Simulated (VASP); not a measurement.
# Ti (Fm-3m) in VASP: single point with LDA

Aim: the single point of Ti with LDA.

Everything below comes from runs of VASP 6.6.1. Logs are shortened: lines on timing, memory, paths and dates and some standing lists are left out, and cuts for length are marked.

## Step 1: The cell of the first run

Symmetry: Fm-3m, No. 225, cubic system. Conventional cell: a = 4.140 Å, b = 4.140 Å, c = 4.140 Å, α = 90.00°, β = 90.00°, γ = 90.00°. Within 3.9 Å of Ti (site symmetry m-3m) lie 12 Ti at 2.93 Å.

## Step 2: Single point, LDA (volume scaled by 1.06)

Contents of INCAR:

```
PREC = Accurate
ENCUT = 500
EDIFF = 1E-6
ISMEAR = -1
SIGMA = 0.05
LREAL = False
LASPH = True
NELM = 120
ALGO = Normal
ISIF = 2
LWAVE = False
LCHARG = False
GGA = CA
NBANDS = 12
GGA_COMPAT = False
```

Contents of KPOINTS:

```
Automatic mesh
0
Gamma
  15 15 15
```

Contents of POSCAR:

```
Ti
1.0
    0.0000000000      2.0698140295      2.0698140295
    2.0698140295      0.0000000000      2.0698140295
    2.0698140295      2.0698140295      0.0000000000
Ti
1
Direct
    0.0000000000      0.0000000000      0.0000000000
```

Potentials or basis: VASP PAW LDA potentials, release 64 (Ti_sv).

Run with:

```bash
cat potpaw_LDA.64/Ti_sv/POTCAR > POTCAR
mpirun -np 1 vasp_std > vasp.out
```

OUTCAR:

```text
PREC = Accurate
   ENCUT = 500
   EDIFF = 1E-6
   ISMEAR = -1
   LREAL = False
   LASPH = True
   NELM = 120
   ISIF = 2
   GGA = CA

 ion  position               nearest neighbor table
   1  0.000  0.000  0.000-

  LATTYP: Found a face centered cubic cell.
 ALAT       =     4.1396280590

  Lattice vectors:

 A1 = (   0.0000000000,   2.0698140295,   2.0698140295)
 A2 = (   2.0698140295,   0.0000000000,   2.0698140295)
 A3 = (   2.0698140295,   2.0698140295,   0.0000000000)

Analysis of symmetry for initial positions (statically):
=====================================================================
 Subroutine PRICEL returns:
 Original cell was already a primitive cell.

 Routine SETGRP: Setting up the symmetry group for a
 face centered cubic supercell.

 Subroutine GETGRP returns: Found 48 space group operations
 (whereof 48 operations were pure point group operations)
 out of a pool of 48 trial point group operations.

The static configuration has the point symmetry O_h .

Analysis of symmetry for dynamics (positions and initial velocities):
=====================================================================
 Subroutine PRICEL returns:
 Original cell was already a primitive cell.

 Routine SETGRP: Setting up the symmetry group for a
 face centered cubic supercell.

 Subroutine GETGRP returns: Found 48 space group operations
 (whereof 48 operations were pure point group operations)
 out of a pool of 48 trial point group operations.

The dynamic configuration has the point symmetry O_h .

 Subroutine INISYM returns: Found 48 space group operations
 (whereof 48 operations are pure point group operations),
 and found     1 'primitive' translations

----------------------------------------------------------------------------------------

                                     Primitive cell

  volume of cell :      17.7347

  direct lattice vectors                    reciprocal lattice vectors
     0.000000000  2.069814029  2.069814029    -0.241567596  0.241567596  0.241567596
     2.069814029  0.000000000  2.069814029     0.241567596 -0.241567596  0.241567596
     2.069814029  2.069814029  0.000000000     0.241567596  0.241567596 -0.241567596

  length of vectors
     2.927159072  2.927159072  2.927159072     0.418407350  0.418407350  0.418407350

  position of ions in fractional coordinates (direct lattice)
     0.000000000  0.000000000  0.000000000

  ion indices of the primitive-cell ions
   primitive index   ion index
                 1           1

----------------------------------------------------------------------------------------

 KPOINTS: Automatic mesh

Automatic generation of k-mesh.
 Grid dimensions read from file:
 generate k-points for:   15   15   15

 Generating k-lattice:

  Cartesian coordinates                     Fractional coordinates (reciprocal lattice)
    -0.016104506  0.016104506  0.016104506     0.066666667  0.000000000  0.000000000
     0.016104506 -0.016104506  0.016104506     0.000000000  0.066666667  0.000000000
     0.016104506  0.016104506 -0.016104506     0.000000000  0.000000000  0.066666667

  Length of vectors
     0.027893823  0.027893823  0.027893823

  Shift w.r.t. Gamma in fractional coordinates (k-lattice)
     0.000000000  0.000000000  0.000000000

 Subroutine IBZKPT returns following result:
 ===========================================

 Found    120 irreducible k-points:

 Following reciprocal coordinates:
            Coordinates               Weight
  0.000000  0.000000  0.000000      1.000000
  0.066667  0.000000  0.000000      8.000000
  0.133333  0.000000  0.000000      8.000000
  0.200000  0.000000  0.000000      8.000000
  0.266667  0.000000  0.000000      8.000000
  0.333333  0.000000  0.000000      8.000000
[... 16 lines left out ...]
  0.133333  0.133333  0.000000      6.000000
  0.200000  0.133333  0.000000     24.000000
 [... further k-points ...]
   k-points           NKPTS =    120   k-points in BZ     NKDIM =    120   number of bands    NBANDS=     12
   number of dos      NEDOS =    301   number of ions     NIONS =      1
   total plane-waves  NPLWV =  13824
   dimension x,y,z NGX =    24 NGY =   24 NGZ =   24
   dimension x,y,z NGXF=    48 NGYF=   48 NGZF=   48
   ions per type =               1
   NGX,Y,Z   is equivalent  to a cutoff of  13.63, 13.63, 13.63 a.u.
   NGXF,Y,Z  is equivalent  to a cutoff of  27.26, 27.26, 27.26 a.u.
 SYSTEM =  unknown system
   PREC   = accura    normal or accurate (medium, high low for compatibility)
   ISTART =      0    job   : 0-new  1-cont  2-samecut
   ICHARG =      2    charge: 1-file 2-atom 10-const
   ISPIN  =      1    spin polarized calculation?
   LNONCOLLINEAR =      F non collinear calculations
   LSORBIT =      F    spin-orbit coupling
   LASPH  =      T    aspherical Exc in radial PAW
   ENCUT  =  500.0 eV  36.75 Ry    6.06 a.u.   5.34  5.34  5.34*2*pi/ulx,y,z
   NELM   =    120;   NELMIN=  2; NELMDL= -5     # of ELM steps
   EDIFF  = 0.1E-05   stopping-criterion for ELM
   LREAL  =      F    real-space projection
   EDIFFG = 0.1E-04   stopping-criterion for IOM
   NSW    =      0    number of steps for IOM
   IBRION =     -1    ionic relax: 0-MD 1-quasi-New 2-CG
   NFREE  =      0    steps in history (QN), initial steepest desc. (CG)
   ISIF   =      2    stress and relaxation
   ISYM   =      2    0-nonsym 1-usesym 2-fastsym
   POTIM  = 0.5000    time-step for ionic-motion
   TEBEG  =    0.0;   TEEND  =   0.0 temperature during run
   PSTRESS=    0.0 pullay stress
   NELECT =      12.0000    total number of electrons
   NUPDOWN=      -1.0000    fix difference up-down
   EMIN   =  10.00;   EMAX   =-10.00  energy-range for DOS
   EFERMI =   0.00;   METHOD = LEGACY
   ISMEAR =    -1;   SIGMA  =   0.05  broadening in eV -4-tet -1-fermi 0-gaus
   EFERMI_NEDOS =   21; number of points for ismear=-14 and -15
   IALGO  =     38    algorithm
   IMIX   =      4    mixing-type and parameters
     AMIX     =   0.40;   BMIX     =  1.00
     AMIX_MAG =   1.60;   BMIX_MAG =  1.00
  volume/ion in A,a.u.               =      17.73       119.68
  Fermi-wavevector in a.u.,A,eV,Ry     =   1.437233  2.715977 28.104730  2.065639
  Thomas-Fermi vector in A             =   2.556334
   LORBIT       =      0    0 simple, 1 ext, 2 COOP (PROOUT), +10 PAW based schemes
   GGA     = CA    functional components
   LHFCALC =     F    Hartree Fock is set to
   AEXX    =    0.0000 exact exchange contribution
   IVDW    =     0    specifies the selected vdW correction
   LEPSILON=     F    determine dielectric tensor
   LRPA    =     F    only Hartree local field effects (RPA)
 non-spin polarized calculation
  energy-cutoff  :      500.00
  volume of cell :       17.73
 maximum number of plane-waves:       463
 NGX is ok and might be reduce to    24
   NGX = 11   NGY = 11   NGZ = 11

 number of electron      11.9999999 magnetization

 Free energy of the ion-electron system (eV)
  ---------------------------------------------------
  ext. energy  EPLUGINS =         0.00000000
  ---------------------------------------------------
  free energy    TOTEN  =        -8.44545075 eV

  energy without entropy =       -8.43051652  energy(sigma->0) =       -8.43798364

 E-fermi :   7.7645     XC(G=0): -11.6854

 val. band max:        7.7457550879   @ k =  -0.3333   0.0667   0.0000
 cond. band min:       7.7678435961   @ k =   0.2667   0.0667   0.0000
 fundamental gap:      0.0220885082
 Fermi energy:         7.7644542831

 k-point     1 :       0.0000    0.0000    0.0000
  band No.  band energies     occupation
      1     -48.2940      2.00000
      2     -24.5474      2.00000
      3     -24.5474      2.00000
      4     -24.5474      2.00000
      5       1.7943      2.00000
      6       8.5916      0.00000
      7       8.5916      0.00000
      8       8.5916      0.00000
      9      10.1483      0.00000
     10      10.1483      0.00000
     11      22.9974      0.00000
     12      27.2809      0.00000

 k-point     2 :       0.0667    0.0000    0.0000
  band No.  band energies     occupation
      1     -48.2889      2.00000
      2     -24.5763      2.00000
      3     -24.5511      2.00000
      4     -24.5511      2.00000
      5       1.9357      2.00000
      6       8.5070      0.00000
      7       8.6423      0.00000
      8       8.6423      0.00000
      9      10.1165      0.00000
     10      10.1165      0.00000
     11      23.1024      0.00000
     12      26.1994      0.00000

 k-point     3 :       0.1333    0.0000    0.0000
  band No.  band energies     occupation
      1     -48.2745      2.00000
      2     -24.6574      2.00000
      3     -24.5613      2.00000
      4     -24.5613      2.00000
      5       2.3458      2.00000
      6       8.2854      0.00006
      7       8.7635      0.00000
      8       8.7635      0.00000
      9      10.0581      0.00000
     10      10.0581      0.00000
     11      23.1290      0.00000
     12      24.5385      0.00000
[... 286 lines left out ...]
 k-point    23 :       0.1333    0.1333    0.0000
  band No.  band energies     occupation
      1     -48.2681      2.00000
      2     -24.6544      2.00000
      3     -24.5854      2.00000
      4     -24.5854      2.00000
      5       2.5252      2.00000
      6       8.0843      0.00333
      7       8.9218      0.00000
      8       8.9218      0.00000
      9       9.6537      0.00000
     10      10.3090      0.00000
     11      23.5468      0.00000
     12      25.1709      0.00000

 k-point    24 :       0.2000    0.1333    0.0000
  band No.  band energies     occupation
      1     -48.2523      2.00000
      2     -24.7311      2.00000
      3     -24.6046      2.00000
      4     -24.5994      2.00000
      5       2.9913      2.00000
      6       7.8374      0.37743
      7       9.0169      0.00000
      8       9.0837      0.00000
      9       9.5342      0.00000
     10      10.3938      0.00000
     11      23.2990      0.00000
     12      24.1102      0.00000

 [... further k-points ...]

------------------------ aborting loop because EDIFF is reached ----------------------------------------

  FORCE on cell =-STRESS in cart. coord.  units (eV):
  Direction    XX          YY          ZZ          XY          YZ          ZX
  --------------------------------------------------------------------------------------
  -------------------------------------------------------------------------------------
  Total       -1.1583481     -1.1583481     -1.1583481     -0.0000000     -0.0000000      0.0000000
  in kB     -104.6467356   -104.6467356   -104.6467356     -0.0000000     -0.0000000      0.0000000
  external PRESSURE =    -104.6467356 kB  Pullay stress =       0.0000000 kB

 VOLUME and BASIS-vectors are now :
 -----------------------------------------------------------------------------
  energy-cutoff  :      500.00
  volume of cell :       17.73
      direct lattice vectors                 reciprocal lattice vectors
     0.000000000  2.069814029  2.069814029    -0.241567596  0.241567596  0.241567596
     2.069814029  0.000000000  2.069814029     0.241567596 -0.241567596  0.241567596
     2.069814029  2.069814029  0.000000000     0.241567596  0.241567596 -0.241567596

 POSITION                                       TOTAL-FORCE (eV/Angst)
 -----------------------------------------------------------------------------------
      0.00000      0.00000      0.00000        -0.000000      0.000000      0.000000
 -----------------------------------------------------------------------------------
    total drift:                                0.000000      0.000000     -0.000000

  FREE ENERGIE OF THE ION-ELECTRON SYSTEM (eV)
  ---------------------------------------------------
  free  energy   TOTEN  =        -8.4454507481 eV

  energy  without entropy=       -8.4305165241  energy(sigma->0) =       -8.43798364
```

Wall time 8.4 s (1 thread of Intel Xeon 6975P-C (Granite Rapids), shared host); peak memory 0.14 GiB.

Results:

| Quantity | Value |
| --- | --- |
| Free energy | -8.4455 eV |
| Pressure | -10.5 GPa |
| Band gap on the k mesh | zero (band 6 reaches 8.59 eV, above the bottom of band 7 at 7.49 eV) |
